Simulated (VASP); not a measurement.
# Ge (P4/mmm) in VASP: further runs

Runs on Ge. Level: PBE. Tasks: single point.

All numbers are computed with VASP 6.6.1; they aren't measurements. Logs are shortened: lines on timing, memory, paths and dates and some standing lists are left out, and cuts for length are marked.

**1. The cell of the first run**

Symmetry: P4/mmm, No. 123, tetragonal system. Conventional cell: a = 6.685 Å, b = 6.685 Å, c = 5.380 Å, α = 90.00°, β = 90.00°, γ = 90.00°. Ge (site symmetry 2mm) has 3 Ge at 2.29 to 2.32 Å within 3.0 Å. Ge (site symmetry m2m) has 4 Ge at 2.29 to 2.32 Å within 3.0 Å.

**2. Single point, PBE**

INCAR reads:

```
  ALGO = Normal
  EDIFF = 1E-7
  ENCUT = 520
  GGA = PE
  ISIF = 2
  ISMEAR = 0
  LASPH = T
  LCHARG = F
  LREAL = F
  LWAVE = F
  NBANDS = 66
  NELM = 60
  PREC = Accurate
  SIGMA = 0.1
```

KPOINTS reads:

```
k-points
0
Gamma
  4 4 4
```

POSCAR reads:

```
Ge
1.0
    6.6845059100      0.0000000000      0.0000000000
    0.0000000000      6.6845059100      0.0000000000
    0.0000000000      0.0000000000      5.3801551400
Ge
8
Direct
    0.5000000000      0.0000000000      0.7874207200
    0.0000000000      0.5000000000      0.7874207200
    0.2422528100      0.0000000000      0.5000000000
    0.7577471900      0.0000000000      0.5000000000
    0.0000000000      0.2422528100      0.5000000000
    0.0000000000      0.7577471900      0.5000000000
    0.5000000000      0.0000000000      0.2125792800
    0.0000000000      0.5000000000      0.2125792800
```

Potentials or basis: VASP PAW PBE potentials, release 64 (Ge_d).

Run with:

```sh
> cat potpaw_PBE.64/Ge_d/POTCAR > POTCAR
> mpirun -np 1 vasp_std > vasp.out
```

OUTCAR:

```text
EDIFF = 1E-7
   ENCUT = 520
   GGA = PE
   ISIF = 2
   ISMEAR = 0
   LASPH = T
   LREAL = F
   NELM = 60
   PREC = Accurate

 ion  position               nearest neighbor table
   1  0.500  0.000  0.787-   7 2.29   4 2.32   3 2.32
   2  0.000  0.500  0.787-   8 2.29   6 2.32   5 2.32
   3  0.242  0.000  0.500-   5 2.29   6 2.29   1 2.32   7 2.32
   4  0.758  0.000  0.500-   5 2.29   6 2.29   1 2.32   7 2.32
   5  0.000  0.242  0.500-   3 2.29   4 2.29   2 2.32   8 2.32
   6  0.000  0.758  0.500-   3 2.29   4 2.29   2 2.32   8 2.32
   7  0.500  0.000  0.213-   1 2.29   3 2.32   4 2.32
   8  0.000  0.500  0.213-   2 2.29   5 2.32   6 2.32

  LATTYP: Found a simple tetragonal cell.
 ALAT       =     6.6845059100
 C/A-ratio  =     0.8048695315

  Lattice vectors:

 A1 = (   6.6845059100,   0.0000000000,   0.0000000000)
 A2 = (   0.0000000000,   6.6845059100,   0.0000000000)
 A3 = (   0.0000000000,   0.0000000000,   5.3801551400)

Analysis of symmetry for initial positions (statically):
=====================================================================
 Subroutine PRICEL returns:
 Original cell was already a primitive cell.

 Routine SETGRP: Setting up the symmetry group for a
 simple tetragonal supercell.

 Subroutine GETGRP returns: Found 16 space group operations
 (whereof 16 operations were pure point group operations)
 out of a pool of 16 trial point group operations.

The static configuration has the point symmetry D_4h.

Analysis of symmetry for dynamics (positions and initial velocities):
=====================================================================
 Subroutine PRICEL returns:
 Original cell was already a primitive cell.

 Routine SETGRP: Setting up the symmetry group for a
 simple tetragonal supercell.

 Subroutine GETGRP returns: Found 16 space group operations
 (whereof 16 operations were pure point group operations)
 out of a pool of 16 trial point group operations.

The dynamic configuration has the point symmetry D_4h.

 Subroutine INISYM returns: Found 16 space group operations
 (whereof 16 operations are pure point group operations),
 and found     1 'primitive' translations

----------------------------------------------------------------------------------------

                                     Primitive cell

  volume of cell :     240.3994

  direct lattice vectors                    reciprocal lattice vectors
     6.684505910  0.000000000  0.000000000     0.149599688  0.000000000  0.000000000
     0.000000000  6.684505910  0.000000000     0.000000000  0.149599688  0.000000000
     0.000000000  0.000000000  5.380155140     0.000000000  0.000000000  0.185868246

  length of vectors
     6.684505910  6.684505910  5.380155140     0.149599688  0.149599688  0.185868246

  position of ions in fractional coordinates (direct lattice)
     0.500000000  0.000000000  0.787420720
     0.000000000  0.500000000  0.787420720
     0.242252810  0.000000000  0.500000000
     0.757747190  0.000000000  0.500000000
     0.000000000  0.242252810  0.500000000
     0.000000000  0.757747190  0.500000000
     0.500000000  0.000000000  0.212579280
     0.000000000  0.500000000  0.212579280

  ion indices of the primitive-cell ions
   primitive index   ion index
                 1           1
                 2           2
                 3           3
                 4           4
                 5           5
                 6           6
                 7           7
                 8           8

----------------------------------------------------------------------------------------

 KPOINTS: k-points

Automatic generation of k-mesh.
 Grid dimensions read from file:
 generate k-points for:    4    4    4

 Generating k-lattice:

  Cartesian coordinates                     Fractional coordinates (reciprocal lattice)
     0.037399922  0.000000000  0.000000000     0.250000000  0.000000000  0.000000000
     0.000000000  0.037399922  0.000000000     0.000000000  0.250000000  0.000000000
     0.000000000  0.000000000  0.046467062     0.000000000  0.000000000  0.250000000

  Length of vectors
     0.037399922  0.037399922  0.046467062

  Shift w.r.t. Gamma in fractional coordinates (k-lattice)
     0.000000000  0.000000000  0.000000000

 Subroutine IBZKPT returns following result:
 ===========================================

 Found     18 irreducible k-points:

 Following reciprocal coordinates:
            Coordinates               Weight
  0.000000  0.000000  0.000000      1.000000
  0.250000  0.000000  0.000000      4.000000
  0.500000  0.000000  0.000000      2.000000
  0.250000  0.250000  0.000000      4.000000
  0.500000  0.250000  0.000000      4.000000
  0.500000  0.500000  0.000000      1.000000
[... 10 lines left out ...]
  0.500000  0.250000  0.500000      4.000000
  0.500000  0.500000  0.500000      1.000000
   k-points           NKPTS =     18   k-points in BZ     NKDIM =     18   number of bands    NBANDS=     66
   number of dos      NEDOS =    301   number of ions     NIONS =      8
   total plane-waves  NPLWV = 100000
   dimension x,y,z NGX =    50 NGY =   50 NGZ =   40
   dimension x,y,z NGXF=   100 NGYF=  100 NGZF=   80
   ions per type =               8
   NGX,Y,Z   is equivalent  to a cutoff of  12.44, 12.44, 12.36 a.u.
   NGXF,Y,Z  is equivalent  to a cutoff of  24.87, 24.87, 24.72 a.u.
 SYSTEM =  unknown system
   PREC   = accura    normal or accurate (medium, high low for compatibility)
   ISTART =      0    job   : 0-new  1-cont  2-samecut
   ICHARG =      2    charge: 1-file 2-atom 10-const
   ISPIN  =      1    spin polarized calculation?
   LNONCOLLINEAR =      F non collinear calculations
   LSORBIT =      F    spin-orbit coupling
   LASPH  =      T    aspherical Exc in radial PAW
   ENCUT  =  520.0 eV  38.22 Ry    6.18 a.u.  12.43 12.43 10.00*2*pi/ulx,y,z
   NELM   =     60;   NELMIN=  2; NELMDL= -5     # of ELM steps
   EDIFF  = 0.1E-06   stopping-criterion for ELM
   LREAL  =      F    real-space projection
   EDIFFG = 0.1E-05   stopping-criterion for IOM
   NSW    =      0    number of steps for IOM
   IBRION =     -1    ionic relax: 0-MD 1-quasi-New 2-CG
   NFREE  =      0    steps in history (QN), initial steepest desc. (CG)
   ISIF   =      2    stress and relaxation
   ISYM   =      2    0-nonsym 1-usesym 2-fastsym
   POTIM  = 0.5000    time-step for ionic-motion
   TEBEG  =    0.0;   TEEND  =   0.0 temperature during run
   PSTRESS=    0.0 pullay stress
   NELECT =     112.0000    total number of electrons
   NUPDOWN=      -1.0000    fix difference up-down
   EMIN   =  10.00;   EMAX   =-10.00  energy-range for DOS
   EFERMI =   0.00;   METHOD = LEGACY
   ISMEAR =     0;   SIGMA  =   0.10  broadening in eV -4-tet -1-fermi 0-gaus
   EFERMI_NEDOS =   21; number of points for ismear=-14 and -15
   IALGO  =     38    algorithm
   IMIX   =      4    mixing-type and parameters
     AMIX     =   0.40;   BMIX     =  1.00
     AMIX_MAG =   1.60;   BMIX_MAG =  1.00
  volume/ion in A,a.u.               =      30.05       202.79
  Fermi-wavevector in a.u.,A,eV,Ry     =   1.269121  2.398291 21.914470  1.610668
  Thomas-Fermi vector in A             =   2.402179
   LORBIT       =      0    0 simple, 1 ext, 2 COOP (PROOUT), +10 PAW based schemes
   GGA     = PE    functional components
   LHFCALC =     F    Hartree Fock is set to
   AEXX    =    0.0000 exact exchange contribution
   IVDW    =     0    specifies the selected vdW correction
   LEPSILON=     F    determine dielectric tensor
   LRPA    =     F    only Hartree local field effects (RPA)
 non-spin polarized calculation
 Gauss-broadening in eV      SIGMA  =   0.10
  energy-cutoff  :      520.00
  volume of cell :      240.40
 maximum number of plane-waves:      6504
 NGX is ok and might be reduce to    50
   NGX = 25   NGY = 25   NGZ = 21

 number of electron     111.9999792 magnetization

 Free energy of the ion-electron system (eV)
  ---------------------------------------------------
  ext. energy  EPLUGINS =         0.00000000
  ---------------------------------------------------
  free energy    TOTEN  =       -30.49753491 eV

  energy without entropy =      -30.47942996  energy(sigma->0) =      -30.48848244

 E-fermi :   2.3134     XC(G=0):  -8.1049

 val. band max:        2.2892464662   @ k =   0.0000   0.0000   0.2500
 cond. band min:       2.3183375598   @ k =   0.5000   0.2500   0.5000
 fundamental gap:      0.0290910936
 Fermi energy:         2.3134177391

 k-point     1 :       0.0000    0.0000    0.0000
  band No.  band energies     occupation
      1     -22.5414      2.00000
      2     -22.5262      2.00000
      3     -22.4397      2.00000
      4     -22.4397      2.00000
      5     -22.4260      2.00000
      6     -22.4189      2.00000
[... 58 lines left out ...]
     65       6.8255      0.00000
     66       6.8255      0.00000

 k-point     2 :       0.2500    0.0000    0.0000
  band No.  band energies     occupation
      1     -22.5443      2.00000
      2     -22.5183      2.00000
      3     -22.4610      2.00000
      4     -22.4495      2.00000
      5     -22.4400      2.00000
      6     -22.4133      2.00000
[... 58 lines left out ...]
     65       6.6222      0.00000
     66       7.2926      0.00000

 k-point     3 :       0.5000    0.0000    0.0000
  band No.  band energies     occupation
      1     -22.5470      2.00000
      2     -22.5047      2.00000
      3     -22.4735      2.00000
      4     -22.4708      2.00000
      5     -22.4403      2.00000
      6     -22.4085      2.00000
[... 1024 lines left out ...]
     65       7.2372      0.00000
     66       7.8908      0.00000

 k-point    18 :       0.5000    0.5000    0.5000
  band No.  band energies     occupation
      1     -22.5478      2.00000
      2     -22.5372      2.00000
      3     -22.4487      2.00000
      4     -22.4429      2.00000
      5     -22.4259      2.00000
      6     -22.4259      2.00000
[... 58 lines left out ...]
     65       5.7920      0.00000
     66       7.8561      0.00000

------------------------ aborting loop because EDIFF is reached ----------------------------------------

  FORCE on cell =-STRESS in cart. coord.  units (eV):
  Direction    XX          YY          ZZ          XY          YZ          ZX
  --------------------------------------------------------------------------------------
  -------------------------------------------------------------------------------------
  Total       18.0419094     18.0419094     12.6243412      0.0000000      0.0000000      0.0000000
  in kB      120.2429597    120.2429597     84.1367797      0.0000000      0.0000000      0.0000000
  external PRESSURE =     108.2075664 kB  Pullay stress =       0.0000000 kB

 VOLUME and BASIS-vectors are now :
 -----------------------------------------------------------------------------
  energy-cutoff  :      520.00
  volume of cell :      240.40
      direct lattice vectors                 reciprocal lattice vectors
     6.684505910  0.000000000  0.000000000     0.149599688  0.000000000  0.000000000
     0.000000000  6.684505910  0.000000000     0.000000000  0.149599688  0.000000000
     0.000000000  0.000000000  5.380155140     0.000000000  0.000000000  0.185868246

 POSITION                                       TOTAL-FORCE (eV/Angst)
 -----------------------------------------------------------------------------------
      3.34225      0.00000      4.23645        -0.000000     -0.000000      1.495867
      0.00000      3.34225      4.23645        -0.000000      0.000000      1.495867
      1.61934      0.00000      2.69008         1.129220      0.000000      0.000000
      5.06517      0.00000      2.69008        -1.129220     -0.000000      0.000000
      0.00000      1.61934      2.69008        -0.000000      1.129220      0.000000
      0.00000      5.06517      2.69008        -0.000000     -1.129220     -0.000000
      3.34225      0.00000      1.14371        -0.000000     -0.000000     -1.495867
      0.00000      3.34225      1.14371        -0.000000      0.000000     -1.495867
 -----------------------------------------------------------------------------------
    total drift:                               -0.000000      0.000000     -0.000000

  FREE ENERGIE OF THE ION-ELECTRON SYSTEM (eV)
  ---------------------------------------------------
  free  energy   TOTEN  =       -30.4975349110 eV

  energy  without entropy=      -30.4794299615  energy(sigma->0) =      -30.48848244
```

It took 2.5 min on 1 thread of Intel Xeon 6975P-C (Granite Rapids), shared host; peak memory 0.4 GiB.

What came out:

```yaml
Free_energy: -30.4975 eV
Pressure: 10.8 GPa
Largest_force: 1.496 eV/Å
Band_gap_on_the_k_mesh: zero (band 56 reaches 2.66 eV, above the bottom of band 57 at 1.84 eV)
```

Forces in eV/Å, atoms in the order of the input:
```
Ge   0.000  0.000  1.496
Ge   0.000  0.000  1.496
Ge   1.129  0.000  0.000
Ge  -1.129  0.000  0.000
Ge   0.000  1.129  0.000
Ge   0.000 -1.129  0.000
Ge   0.000  0.000 -1.496
Ge   0.000  0.000 -1.496
```

Stress tensor (GPa, compression positive):
```
12.02  0.00  0.00
 0.00 12.02  0.00
 0.00  0.00  8.41
```

Caveat: forces of over 1 eV/Å act on the atoms, so gaps and moduli don't describe the material at rest.

**3. Single point, PBE**

This run uses another cell than the first one, of 36.83 Å³/atom, 1.226 times its volume.

INCAR reads:

```
  PREC = Accurate
  ENCUT = 520
  EDIFF = 1E-6
  ISMEAR = 0
  SIGMA = 0.1
  LREAL = F
  LASPH = T
  NELM = 60
  ALGO = Normal
  ISIF = 2
  LWAVE = F
  LCHARG = F
  GGA = PE
  NBANDS = 66
```

KPOINTS reads:

```
regular mesh
0
Gamma
  4 4 4
```

POSCAR reads:

```
Ge
1.0
    7.2342141465      0.0000000000      0.0000000000
    0.0000000000      7.2342141465      0.0000000000
    0.0000000000      0.0000000000      5.6299558427
Ge
8
Direct
    0.5000000000      0.0000000000      0.7939035150
    0.0000000000      0.5000000000      0.7939035150
    0.2482143265      0.0000000000      0.5000000000
    0.7517856735      0.0000000000      0.5000000000
    0.0000000000      0.2482143265      0.5000000000
    0.0000000000      0.7517856735      0.5000000000
    0.5000000000      0.0000000000      0.2060964850
    0.0000000000      0.5000000000      0.2060964850
```

Potentials or basis: VASP PAW PBE potentials, release 64 (Ge_d).

Run with:

```sh
> cat potpaw_PBE.64/Ge_d/POTCAR > POTCAR
> mpirun -np 1 vasp_std > vasp.out
```

OUTCAR:

```text
PREC = Accurate
   ENCUT = 520
   EDIFF = 1E-6
   ISMEAR = 0
   LREAL = F
   LASPH = T
   NELM = 60
   ISIF = 2
   GGA = PE

 ion  position               nearest neighbor table
   1  0.500  0.000  0.794-   7 2.32   4 2.46   3 2.46
   2  0.000  0.500  0.794-   8 2.32   6 2.46   5 2.46
   3  0.248  0.000  0.500-   1 2.46   7 2.46   6 2.54   5 2.54
   4  0.752  0.000  0.500-   1 2.46   7 2.46   6 2.54   5 2.54
   5  0.000  0.248  0.500-   2 2.46   8 2.46   4 2.54   3 2.54
   6  0.000  0.752  0.500-   2 2.46   8 2.46   4 2.54   3 2.54
   7  0.500  0.000  0.206-   1 2.32   3 2.46   4 2.46
   8  0.000  0.500  0.206-   2 2.32   5 2.46   6 2.46

  LATTYP: Found a simple tetragonal cell.
 ALAT       =     7.2342141465
 C/A-ratio  =     0.7782401417

  Lattice vectors:

 A1 = (   7.2342141465,   0.0000000000,   0.0000000000)
 A2 = (   0.0000000000,   7.2342141465,   0.0000000000)
 A3 = (   0.0000000000,   0.0000000000,   5.6299558427)

Analysis of symmetry for initial positions (statically):
[... 184 lines left out ...]
 Fermi energy:         1.0365324218

 k-point     1 :       0.0000    0.0000    0.0000
  band No.  band energies     occupation
      1     -23.5978      2.00000
      2     -23.5671      2.00000
      3     -23.5618      2.00000
      4     -23.5405      2.00000
      5     -23.5405      2.00000
      6     -23.5244      2.00000
[... 1231 lines left out ...]
     65       4.0430      0.00000
     66       6.2163      0.00000

------------------------ aborting loop because EDIFF is reached ----------------------------------------

  FORCE on cell =-STRESS in cart. coord.  units (eV):
  Direction    XX          YY          ZZ          XY          YZ          ZX
  --------------------------------------------------------------------------------------
  -------------------------------------------------------------------------------------
  Total        0.4099264      0.4099264      0.0801767      0.0000000     -0.0000000      0.0000000
  in kB        2.2290959      2.2290959      0.4359845      0.0000000     -0.0000000      0.0000000
  external PRESSURE =       1.6313921 kB  Pullay stress =       0.0000000 kB

 VOLUME and BASIS-vectors are now :
 -----------------------------------------------------------------------------
  energy-cutoff  :      520.00
  volume of cell :      294.64
      direct lattice vectors                 reciprocal lattice vectors
     7.234214147  0.000000000  0.000000000     0.138232015  0.000000000  0.000000000
     0.000000000  7.234214147  0.000000000     0.000000000  0.138232015  0.000000000
     0.000000000  0.000000000  5.629955843     0.000000000  0.000000000  0.177621287

 POSITION                                       TOTAL-FORCE (eV/Angst)
 -----------------------------------------------------------------------------------
      3.61711      0.00000      4.46964        -0.000000      0.000000     -0.009703
      0.00000      3.61711      4.46964        -0.000000      0.000000     -0.009703
      1.79564      0.00000      2.81498         0.033703      0.000000      0.000000
      5.43858      0.00000      2.81498        -0.033703      0.000000      0.000000
      0.00000      1.79564      2.81498        -0.000000      0.033703      0.000000
      0.00000      5.43858      2.81498        -0.000000     -0.033703     -0.000000
      3.61711      0.00000      1.16031        -0.000000      0.000000      0.009703
      0.00000      3.61711      1.16031        -0.000000      0.000000      0.009703
 -----------------------------------------------------------------------------------
    total drift:                                0.000000      0.000000      0.000000

  FREE ENERGIE OF THE ION-ELECTRON SYSTEM (eV)
  ---------------------------------------------------
  free  energy   TOTEN  =       -32.2479056791 eV

  energy  without entropy=      -32.2336511764  energy(sigma->0) =      -32.24077843
```

stdout:

```text
POSCAR found type information on POSCAR Ge
 POSCAR found :  1 types and       8 ions
 scaLAPACK will be used
 LDA part: xc-table for (Slater+PW92), standard interpolation
 POSCAR, INCAR and KPOINTS ok, starting setup
 FFT: planning ... GRIDC
 FFT: planning ... GRID_SOFT
 FFT: planning ... GRID
 WAVECAR not read
 entering main loop
```

Run time: 3.1 min. Hardware: 1 thread of Intel Xeon 6975P-C (Granite Rapids), shared host; peak memory 0.47 GiB.

What came out:

- Free energy: -32.2479 eV
- Pressure: 0.2 GPa
- Largest force: 0.034 eV/Å
- Band gap on the k mesh: zero (band 56 reaches 1.49 eV, above the bottom of band 57 at 0.69 eV)

Forces in eV/Å, atoms in the order of the input:
```
Ge   0.000  0.000 -0.010
Ge   0.000  0.000 -0.010
Ge   0.034  0.000  0.000
Ge  -0.034  0.000  0.000
Ge   0.000  0.034  0.000
Ge   0.000 -0.034  0.000
Ge   0.000  0.000  0.010
Ge   0.000  0.000  0.010
```

Levels at points of the mesh, in eV from the Fermi level:
```tsv
k point	band 54	band 55	band 56	band 57	band 58	band 59
(0.00, 0.00, 0.00)	-1.54	-0.60	-0.60	0.45	0.93	2.40
(0.50, 0.00, 0.00)	-1.26	-1.15	0.06	1.16	1.99	2.07
(0.50, 0.50, 0.00)	-0.83	-0.60	0.46	1.33	1.83	2.01
(0.00, 0.00, 0.50)	-0.84	-0.75	-0.24	-0.24	0.75	0.75
(0.50, 0.00, 0.50)	-0.65	-0.36	-0.36	-0.35	0.37	1.50
(0.50, 0.50, 0.50)	-1.15	-0.83	0.17	0.51	1.27	1.27
```
